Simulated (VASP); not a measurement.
Here is a VASP 6.6.1 calculation.

INCAR

```
  ALGO = Normal
  EDIFF = 1E-6
  ENCUT = 520
  GGA = PE
  ISIF = 2
  ISMEAR = 0
  LASPH = True
  LCHARG = False
  LREAL = False
  LWAVE = False
  NBANDS = 11
  NELM = 80
  PREC = Accurate
  SIGMA = 0.02
```

KPOINTS

```
k-points
0
Gamma
  10 10 10
```

POSCAR

```
SiC
1.0
    0.0000000000      2.1450580452      2.1450580452
    2.1450580452      0.0000000000      2.1450580452
    2.1450580452      2.1450580452      0.0000000000
Si C
1 1
Direct
    0.7500000000      0.7500000000      0.7500000000
    0.0000000000      0.0000000000      0.0000000000
```

Potentials or basis: VASP PAW PBE potentials, release 64 (Si, C).

Command:

```sh
$ cat potpaw_PBE.64/Si/POTCAR potpaw_PBE.64/C/POTCAR > POTCAR
$ mpirun -np 1 vasp_std > vasp.out
```

(1) Predict the pressure.

(2) Estimate the band gap on the k mesh.

Answers

(1) 14.8 GPa.

(2) 1.31 eV, indirect (least direct gap 4.59 eV).
